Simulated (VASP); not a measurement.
# Ba2CaIrN6 (Fm-3m) in VASP: single point with r2SCAN

Aim: the single point of Ba2CaIrN6 with r2SCAN.

Everything below comes from runs of VASP 6.6.1. Logs are shortened: lines on timing, memory, paths and dates and some standing lists are left out, and cuts for length are marked.

**1. The cell of the first run**

It takes space group Fm-3m (No. 225, cubic). Conventional cell: a = 8.408 Å, b = 8.408 Å, c = 8.408 Å, α = 90.00°, β = 90.00°, γ = 90.00°. Ir (site symmetry m-3m) has 6 N at 1.96 Å within 2.6 Å. Within 2.6 Å of N (site symmetry 4mm) lie 1 Ir at 1.96 Å and 1 Ca at 2.25 Å. Ba (site symmetry -43m) has 12 N at 2.98 Å and 4 Ir at 3.64 Å and 4 Ca at 3.64 Å within 3.9 Å. Ca (site symmetry m-3m) has 6 N at 2.25 Å within 3.0 Å.

**2. Single point, r2SCAN**

The input, POSCAR:

```
Ba2CaIrN6
1.0
    0.0000000000      4.2039768800      4.2039768800
    4.2039768800      0.0000000000      4.2039768800
    4.2039768800      4.2039768800      0.0000000000
Ir N Ba Ca
1 6 2 1
Direct
    0.5000000000      0.5000000000      0.5000000000
    0.7326000000      0.2674000000      0.2674000000
    0.2674000000      0.7326000000      0.2674000000
    0.2674000000      0.7326000000      0.7326000000
    0.7326000000      0.2674000000      0.7326000000
    0.2674000000      0.2674000000      0.7326000000
    0.7326000000      0.7326000000      0.2674000000
    0.2500000000      0.2500000000      0.2500000000
    0.7500000000      0.7500000000      0.7500000000
    0.0000000000      0.0000000000      0.0000000000
```

The input, INCAR.step1:

```
PREC = Accurate
ENCUT = 520
ISMEAR = -1
SIGMA = 0.1
LREAL = False
LASPH = True
NELM = 100
NBANDS = 46
GGA = PE
ALGO = Normal
EDIFF = 1E-4
LWAVE = True
LCHARG = False
```

The input, INCAR.step2:

```
PREC = Accurate
ENCUT = 520
EDIFF = 1E-7
ISMEAR = -1
SIGMA = 0.1
LREAL = False
LASPH = True
NELM = 100
ALGO = Normal
ISIF = 2
LWAVE = False
LCHARG = False
METAGGA = R2SCAN
LMIXTAU = True
NBANDS = 46
ISTART = 1
```

The input, KPOINTS:

```
regular mesh
0
Gamma
  7 7 7
```

Potentials or basis: VASP PAW PBE potentials, release 64 (Ir, N, Ba_sv, Ca_sv).

Launch:

```sh
$ cat potpaw_PBE.64/Ir/POTCAR potpaw_PBE.64/N/POTCAR potpaw_PBE.64/Ba_sv/POTCAR potpaw_PBE.64/Ca_sv/POTCAR > POTCAR
$ cp INCAR.step1 INCAR
$ mpirun -np 1 vasp_std > vasp.out
$ cp INCAR.step2 INCAR
$ mpirun -np 1 vasp_std > vasp.out
```

OUTCAR:

```text
PREC = Accurate
   ENCUT = 520
   EDIFF = 1E-7
   ISMEAR = -1
   LREAL = False
   LASPH = True
   NELM = 100
   ISIF = 2
   METAGGA = R2SCAN
   ISTART = 1

 ion  position               nearest neighbor table
   1  0.500  0.500  0.500-   2 1.96   3 1.96   4 1.96   5 1.96   6 1.96   7 1.96   8 3.64   9 3.64
                             8 3.64   8 3.64   8 3.64   9 3.64   9 3.64   9 3.64
   2  0.733  0.267  0.267-   1 1.96  10 2.25   8 2.98   8 2.98   9 2.98   9 2.98
   3  0.267  0.733  0.267-   1 1.96  10 2.25   8 2.98   8 2.98   9 2.98   9 2.98
   4  0.267  0.733  0.733-   1 1.96  10 2.25   8 2.98   9 2.98   8 2.98   9 2.98
   5  0.733  0.267  0.733-   1 1.96  10 2.25   8 2.98   9 2.98   8 2.98   9 2.98
   6  0.267  0.267  0.733-   1 1.96  10 2.25   8 2.98   8 2.98   9 2.98   9 2.98
   7  0.733  0.733  0.267-   1 1.96  10 2.25   8 2.98   9 2.98   8 2.98   9 2.98
   8  0.250  0.250  0.250-   6 2.98   6 2.98   7 2.98   7 2.98   5 2.98   3 2.98   3 2.98   4 2.98
                             2 2.98   2 2.98   5 2.98   4 2.98  10 3.64   1 3.64  10 3.64  10 3.64
   9  0.750  0.750  0.750-   6 2.98   6 2.98   7 2.98   7 2.98   5 2.98   4 2.98   2 2.98   3 2.98
                             3 2.98   4 2.98   5 2.98   2 2.98   1 3.64  10 3.64   1 3.64   1 3.64
  10  0.000  0.000  0.000-   2 2.25   3 2.25   4 2.25   5 2.25   6 2.25   7 2.25   8 3.64   9 3.64
                             9 3.64   9 3.64   9 3.64   8 3.64   8 3.64   8 3.64

  LATTYP: Found a face centered cubic cell.
 ALAT       =     8.4079537600

  Lattice vectors:

 A1 = (   0.0000000000,   4.2039768800,   4.2039768800)
 A2 = (   4.2039768800,   0.0000000000,   4.2039768800)
 A3 = (   4.2039768800,   4.2039768800,   0.0000000000)

Analysis of symmetry for initial positions (statically):
=====================================================================
 Subroutine PRICEL returns:
 Original cell was already a primitive cell.

 Routine SETGRP: Setting up the symmetry group for a
 face centered cubic supercell.

 Subroutine GETGRP returns: Found 48 space group operations
 (whereof 48 operations were pure point group operations)
 out of a pool of 48 trial point group operations.

The static configuration has the point symmetry O_h .

Analysis of symmetry for dynamics (positions and initial velocities):
=====================================================================
 Subroutine PRICEL returns:
 Original cell was already a primitive cell.

 Routine SETGRP: Setting up the symmetry group for a
 face centered cubic supercell.

 Subroutine GETGRP returns: Found 48 space group operations
 (whereof 48 operations were pure point group operations)
 out of a pool of 48 trial point group operations.

The dynamic configuration has the point symmetry O_h .

 Subroutine INISYM returns: Found 48 space group operations
 (whereof 48 operations are pure point group operations),
 and found     1 'primitive' translations

----------------------------------------------------------------------------------------

                                     Primitive cell

  volume of cell :     148.5973

  direct lattice vectors                    reciprocal lattice vectors
     0.000000000  4.203976880  4.203976880    -0.118935002  0.118935002  0.118935002
     4.203976880  0.000000000  4.203976880     0.118935002 -0.118935002  0.118935002
     4.203976880  4.203976880  0.000000000     0.118935002  0.118935002 -0.118935002

  length of vectors
     5.945321120  5.945321120  5.945321120     0.206001467  0.206001467  0.206001467

  position of ions in fractional coordinates (direct lattice)
     0.500000000  0.500000000  0.500000000
     0.732600000  0.267400000  0.267400000
     0.267400000  0.732600000  0.267400000
     0.267400000  0.732600000  0.732600000
     0.732600000  0.267400000  0.732600000
     0.267400000  0.267400000  0.732600000
     0.732600000  0.732600000  0.267400000
     0.250000000  0.250000000  0.250000000
     0.750000000  0.750000000  0.750000000
     0.000000000  0.000000000  0.000000000

  ion indices of the primitive-cell ions
   primitive index   ion index
                 1           1
                 2           2
                 3           3
                 4           4
                 5           5
                 6           6
                 7           7
                 8           8
                 9           9
                10          10

----------------------------------------------------------------------------------------

 KPOINTS: regular mesh

Automatic generation of k-mesh.
 Grid dimensions read from file:
 generate k-points for:    7    7    7

 Generating k-lattice:

  Cartesian coordinates                     Fractional coordinates (reciprocal lattice)
    -0.016990715  0.016990715  0.016990715     0.142857143  0.000000000  0.000000000
     0.016990715 -0.016990715  0.016990715     0.000000000  0.142857143  0.000000000
     0.016990715  0.016990715 -0.016990715     0.000000000  0.000000000  0.142857143

  Length of vectors
     0.029428781  0.029428781  0.029428781

  Shift w.r.t. Gamma in fractional coordinates (k-lattice)
     0.000000000  0.000000000  0.000000000

 Subroutine IBZKPT returns following result:
 ===========================================

 Found     20 irreducible k-points:

 Following reciprocal coordinates:
            Coordinates               Weight
  0.000000  0.000000  0.000000      1.000000
  0.142857  0.000000  0.000000      8.000000
  0.285714  0.000000  0.000000      8.000000
  0.428571  0.000000  0.000000      8.000000
  0.142857  0.142857  0.000000      6.000000
  0.285714  0.142857  0.000000     24.000000
[... 12 lines left out ...]
 -0.428571  0.428571  0.142857     24.000000
 -0.285714  0.428571  0.142857     24.000000
   k-points           NKPTS =     20   k-points in BZ     NKDIM =     20   number of bands    NBANDS=     46
   number of dos      NEDOS =    301   number of ions     NIONS =     10
   total plane-waves  NPLWV = 110592
   dimension x,y,z NGX =    48 NGY =   48 NGZ =   48
   dimension x,y,z NGXF=    96 NGYF=   96 NGZF=   96
   ions per type =               1   6   2   1
   NGX,Y,Z   is equivalent  to a cutoff of  13.42, 13.42, 13.42 a.u.
   NGXF,Y,Z  is equivalent  to a cutoff of  26.84, 26.84, 26.84 a.u.
 SYSTEM =  unknown system
   PREC   = accura    normal or accurate (medium, high low for compatibility)
   ISTART =      1    job   : 0-new  1-cont  2-samecut
   ICHARG =      0    charge: 1-file 2-atom 10-const
   ISPIN  =      1    spin polarized calculation?
   LNONCOLLINEAR =      F non collinear calculations
   LSORBIT =      F    spin-orbit coupling
   LASPH  =      T    aspherical Exc in radial PAW
   ENCUT  =  520.0 eV  38.22 Ry    6.18 a.u.  11.05 11.05 11.05*2*pi/ulx,y,z
   NELM   =    100;   NELMIN=  2; NELMDL=  0     # of ELM steps
   EDIFF  = 0.1E-06   stopping-criterion for ELM
   LREAL  =      F    real-space projection
   EDIFFG = 0.1E-05   stopping-criterion for IOM
   NSW    =      0    number of steps for IOM
   IBRION =     -1    ionic relax: 0-MD 1-quasi-New 2-CG
   NFREE  =      0    steps in history (QN), initial steepest desc. (CG)
   ISIF   =      2    stress and relaxation
   ISYM   =      2    0-nonsym 1-usesym 2-fastsym
   POTIM  = 0.5000    time-step for ionic-motion
   TEBEG  =    0.0;   TEEND  =   0.0 temperature during run
   PSTRESS=    0.0 pullay stress
   NELECT =      69.0000    total number of electrons
   NUPDOWN=      -1.0000    fix difference up-down
   EMIN   =  10.00;   EMAX   =-10.00  energy-range for DOS
   EFERMI =   0.00;   METHOD = LEGACY
   ISMEAR =    -1;   SIGMA  =   0.10  broadening in eV -4-tet -1-fermi 0-gaus
   EFERMI_NEDOS =   21; number of points for ismear=-14 and -15
   IALGO  =     38    algorithm
   IMIX   =      4    mixing-type and parameters
     AMIX     =   0.40;   BMIX     =  1.00
     AMIX_MAG =   1.60;   BMIX_MAG =  1.00
  volume/ion in A,a.u.               =      14.86       100.28
  Fermi-wavevector in a.u.,A,eV,Ry     =   1.267713  2.395630 21.865865  1.607096
  Thomas-Fermi vector in A             =   2.400846
   LORBIT       =      0    0 simple, 1 ext, 2 COOP (PROOUT), +10 PAW based schemes
   METAGGA = R2SCAN    functional components
   LHFCALC =     F    Hartree Fock is set to
   AEXX    =    0.0000 exact exchange contribution
   IVDW    =     0    specifies the selected vdW correction
   LEPSILON=     F    determine dielectric tensor
   LRPA    =     F    only Hartree local field effects (RPA)
 non-spin polarized calculation
  energy-cutoff  :      520.00
  volume of cell :      148.60
 maximum number of plane-waves:      4015
 NGX is ok and might be reduce to    48
   NGX = 23   NGY = 23   NGZ = 23

 number of electron      69.0000002 magnetization

 Free energy of the ion-electron system (eV)
  ---------------------------------------------------
  ext. energy  EPLUGINS =         0.00000000
  ---------------------------------------------------
  free energy    TOTEN  =      -163.64655008 eV

  energy without entropy =     -163.34967382  energy(sigma->0) =     -163.49811195

 E-fermi :   3.3875     XC(G=0): -11.4101

 val. band max:        3.3856023223   @ k =  -0.2857   0.1429   0.0000
 cond. band min:       3.3886255373   @ k =  -0.4286   0.4286   0.0000
 fundamental gap:      0.0030232149
 Fermi energy:         3.3875488873

 k-point     1 :       0.0000    0.0000    0.0000
  band No.  band energies     occupation
      1     -35.2273      2.00000
      2     -23.4441      2.00000
      3     -23.3174      2.00000
      4     -15.8063      2.00000
      5     -15.8063      2.00000
      6     -15.8063      2.00000
[... 38 lines left out ...]
     45       9.7936      0.00000
     46       9.7941      0.00000
[... 890 lines left out ...]
      6     -15.8072      2.00000
[... 38 lines left out ...]
     45      11.0602      0.00000
     46      11.0667      0.00000

------------------------ aborting loop because EDIFF is reached ----------------------------------------

  FORCE on cell =-STRESS in cart. coord.  units (eV):
  Direction    XX          YY          ZZ          XY          YZ          ZX
  --------------------------------------------------------------------------------------
  -------------------------------------------------------------------------------------
  Total        4.9464664      4.9464664      4.9464664     -0.0000000      0.0000000      0.0000000
  in kB       53.3328374     53.3328374     53.3328374     -0.0000000      0.0000000      0.0000000
  external PRESSURE =      53.3328374 kB  Pullay stress =       0.0000000 kB

 VOLUME and BASIS-vectors are now :
 -----------------------------------------------------------------------------
  energy-cutoff  :      520.00
  volume of cell :      148.60
      direct lattice vectors                 reciprocal lattice vectors
     0.000000000  4.203976880  4.203976880    -0.118935002  0.118935002  0.118935002
     4.203976880  0.000000000  4.203976880     0.118935002 -0.118935002  0.118935002
     4.203976880  4.203976880  0.000000000     0.118935002  0.118935002 -0.118935002

 POSITION                                       TOTAL-FORCE (eV/Angst)
 -----------------------------------------------------------------------------------
      4.20398      4.20398      4.20398        -0.000000      0.000000     -0.000000
      2.24829      4.20398      4.20398         0.981566      0.000000     -0.000000
      4.20398      2.24829      4.20398        -0.000000      0.981566     -0.000000
      6.15967      4.20398      4.20398        -0.981566      0.000000     -0.000000
      4.20398      6.15967      4.20398        -0.000000     -0.981566     -0.000000
      4.20398      4.20398      2.24829        -0.000000      0.000000      0.981566
      4.20398      4.20398      6.15967        -0.000000      0.000000     -0.981566
      2.10199      2.10199      2.10199        -0.000000     -0.000000     -0.000000
      6.30597      6.30597      6.30597        -0.000000     -0.000000      0.000000
      0.00000      0.00000      0.00000        -0.000000      0.000000     -0.000000
 -----------------------------------------------------------------------------------
    total drift:                                0.000000      0.000000      0.000000

  FREE ENERGIE OF THE ION-ELECTRON SYSTEM (eV)
  ---------------------------------------------------
  free  energy   TOTEN  =      -163.6465500778 eV

  energy  without entropy=     -163.3496738198  energy(sigma->0) =     -163.49811195
```

It took 13 min on 1 thread of AMD EPYC 7R13 (Zen 3), shared host; peak memory 0.42 GiB.

What came out:

```
Free energy            : -163.6466 eV
Pressure               : 5.3 GPa
Largest force          : 0.982 eV/Å
Band gap on the k mesh : zero (an odd number of electrons rules out a gap without spin polarisation)
```

Forces in eV/Å, atoms in the order of the input:
```
Ir   0.000  0.000  0.000
N    0.982  0.000  0.000
N    0.000  0.982  0.000
N   -0.982  0.000  0.000
N    0.000 -0.982  0.000
N    0.000  0.000  0.982
N    0.000  0.000 -0.982
Ba   0.000  0.000  0.000
Ba   0.000  0.000  0.000
Ca   0.000  0.000  0.000
```

Caveat: the cell stands under pressure; the PAW data sets were made with another functional, which shifts forces and pressure a little; spin-orbit coupling is left out, which moves the levels of the heavy elements.
